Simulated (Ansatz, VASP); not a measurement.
**Two plane-wave programs on KCl**

Contents of POSCAR:

```
KCl
1.0
    0.0000000000      3.5072828382      3.5072828382
    3.5072828382      0.0000000000      3.5072828382
    3.5072828382      3.5072828382      0.0000000000
K Cl
1 1
Direct
    0.0000000000      0.0000000000      0.0000000000
    0.2500000000      0.2500000000      0.2500000000
```

Contents of INCAR.step1:

```
  PREC = Accurate
  ENCUT = 520
  EDIFF = 1E-5
  ISMEAR = 0
  SIGMA = 0.01
  LREAL = F
  LASPH = T
  NELM = 60
  ALGO = Normal
  ISIF = 2
  LWAVE = T
  GGA = PE
  NBANDS = 15
```

Contents of INCAR.step2:

```
  PREC = Accurate
  ENCUT = 520
  EDIFF = 1E-7
  ISMEAR = 0
  SIGMA = 0.01
  LREAL = F
  LASPH = T
  NELM = 60
  ALGO = Normal
  ISIF = 2
  LWAVE = F
  LCHARG = T
  GGA = PE
  LHFCALC = T
  AEXX = 0.25
  PRECFOCK = Normal
  LELF = T
  LVHAR = T
  ISTART = 1
  NBANDS = 15
```

Contents of KPOINTS:

```
Automatic mesh
0
Gamma
  4 4 4
```

Input for Ansatz:

```yaml
crystal:
  lattice:
    - [0.0, 3.5072828382, 3.5072828382]
    - [3.5072828382, 0.0, 3.5072828382]
    - [3.5072828382, 3.5072828382, 0.0]
  atoms:
    - { symbol: K, position: [0.0, 0.0, 0.0] }
    - { symbol: Cl, position: [0.25, 0.25, 0.25] }
kpoints:
  mp_grid: { grid: [4, 4, 4] }
  band_path:
    path:
      - [0.0, 0.0, 0.0]
      - [-0.5, -0.5, 0.0]
      - [-0.375, -0.375, 0.25]
      - [-0.375, 0.0, 0.375]
      - [0.0, 0.0, 0.5]
      - [-0.5, -0.25, 0.25]
      - [0.0, 0.416667, -0.416667]
    npoints: 1
hamiltonian:
  xc: pbe0
scf:
  occupations: { method: fixed }
  n_extra_bands: 4
output:
  forces: true
  stress: true
  eigenvalues: true
  write_density: true
  write_potential: true
  elf: true
  volumetric_format: npy
```

Alike in both runs: task single point; functional PBE0; k mesh 4 × 4 × 4; no spin polarisation.

```csv
,VASP,Ansatz
version,VASP 6.6.1,Ansatz 0.2.0
potentials or method,"VASP PAW PBE potentials, release 64 (K_sv, Cl)","plane waves, PAW"
plane-wave cutoff (eV),520,420
occupations,"gaussian, width 0.01 eV",fixed
valence electrons in the cell,16,16
```

|  | VASP | Ansatz | Ansatz less VASP |
| --- | --- | --- | --- |
| gap on the k mesh at the Fermi level (eV) | 6.78 | 6.77 | -0.006 |
| pressure (GPa) | 0.1 | 0.1 | 0.00 |

Ansatz's warnings: stress exchange threshold loose, stress scf threshold loose, xc potential rough in thin density.
